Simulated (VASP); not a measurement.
RuPtSe3:

```
Ru Pt Se
1.0
     4.65705    0.00000    0.00000
     0.00000    4.65705    0.00000
     0.00000    0.00000    4.65705
Ru Pt Se
1 1 3
Direct
  0.50000 0.50000 0.50000
  0.00000 0.00000 0.00000
  0.00000 0.50000 0.50000
  0.50000 0.00000 0.50000
  0.50000 0.50000 0.00000
```

* Program: VASP 6.6.1
* Task: relaxation of cell and atoms
* Functional: PBE
* Potentials or basis: VASP PAW PBE potentials, release 64 (Ru_pv, Pt, Se)
* Cutoff: 600 eV
* k mesh: 4 × 4 × 4
* Occupations: gaussian, width 0.1 eV
* Spin: no spin polarisation

At the start: pressure 8.9 GPa; volume 20.20 Å³/atom.

Problem. Where does the relaxation end?

Solution. Over 3 steps the energy falls by 46.2 meV/atom and the volume is 22.03 Å³/atom (+9.1 %); space group Pm-3m (No. 221, to 0.05 Å).

The path:
```
step  energy change (eV)  largest force (eV/Å)  pressure (GPa)  volume (Å³)
   1              0.0000                0.0000            8.86       101.00
   2             -0.0974                0.0000           -4.92       118.23
   3             -0.2310                0.0000           -0.08       110.17
```

Final structure:
```xyz
5
Lattice="4.7940 0.0000 0.0000 0.0000 4.7940 0.0000 0.0000 0.0000 4.7940" Properties=species:S:1:pos:R:3 pbc="T T T"
Ru    2.3970    2.3970    2.3970
Pt    0.0000    0.0000    0.0000
Se    0.0000    2.3970    2.3970
Se    2.3970    0.0000    2.3970
Se    2.3970    2.3970    0.0000
```
